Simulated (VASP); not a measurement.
Wanted: the native input for a VASP 6.6.1 run.

```yaml
Task: relaxation of cell and atoms
Functional: PBE
Potentials_or_basis: VASP PAW PBE potentials, release 64 (Mg)
Cutoff: 600 eV
k_mesh: 9 × 9 × 13
Occupations: fermi-dirac, width 0.1 eV
Spin: no spin polarisation
Target_pressure: 94 GPa
Dipole_correction: no
Further_INCAR_settings: ALGO = Normal; EDIFF = 1e-06; IBRION = 2; EDIFFG = -0.005; NSW = 60; ISIF = 3
```

The structure of Mg lies in POSCAR:

```
Mg
1.0
    4.0051225372      0.0000000000      0.0000000000
   -2.0025612686      3.4685378625      0.0000000000
    0.0000000000      0.0000000000      2.4831759730
Mg
3
Direct
    0.0000000000      0.0000000000      0.0000000000
    0.3333333333      0.6666666667      0.5000000000
    0.6666666667      0.3333333333      0.5000000000
```

This isn't the form of Mg at room conditions, which is hcp.

The input as run:

INCAR

```
SYSTEM = Mg
ALGO = Normal
EDIFF = 1E-6
EDIFFG = -0.005
ENCUT = 600
GGA = PE
IBRION = 2
ISIF = 3
ISMEAR = -1
LASPH = .TRUE.
LCHARG = .FALSE.
LREAL = .FALSE.
LWAVE = .FALSE.
NELM = 60
NSW = 60
PREC = Accurate
PSTRESS = 940.0
SIGMA = 0.1
```

KPOINTS

```
k-points
0
G
  9 9 13
  0 0 0
```

Potentials or basis: VASP PAW PBE potentials, release 64 (Mg).

Command:

```bash
$ cat potpaw_PBE.64/Mg/POTCAR > POTCAR
$ mpirun -np 1 vasp_std > vasp.out
```

It gave:

The relaxed volume is 11.56 Å³/atom and the relaxed cell is a = 4.062 Å, b = 4.062 Å, c = 2.426 Å, α = 90.00°, β = 90.00°, γ = 120.00°. The space group after relaxing (to 0.1 Å) is P6/mmm (No. 191), the energy change on relaxing (the run minimises the enthalpy) is -46.5 meV/atom and the ionic steps are 8. The pressure after relaxing is 94.0 GPa. The band gap on the k mesh is zero (bands 3 and 4 overlap by 4.94 eV).

Caveat: the cell is relaxed towards a set pressure, so the run minimises the enthalpy, not the energy.

Run time: 83 s on 1 thread of Intel Xeon 8259CL, with other jobs on the host, peak memory 0.17 GiB.
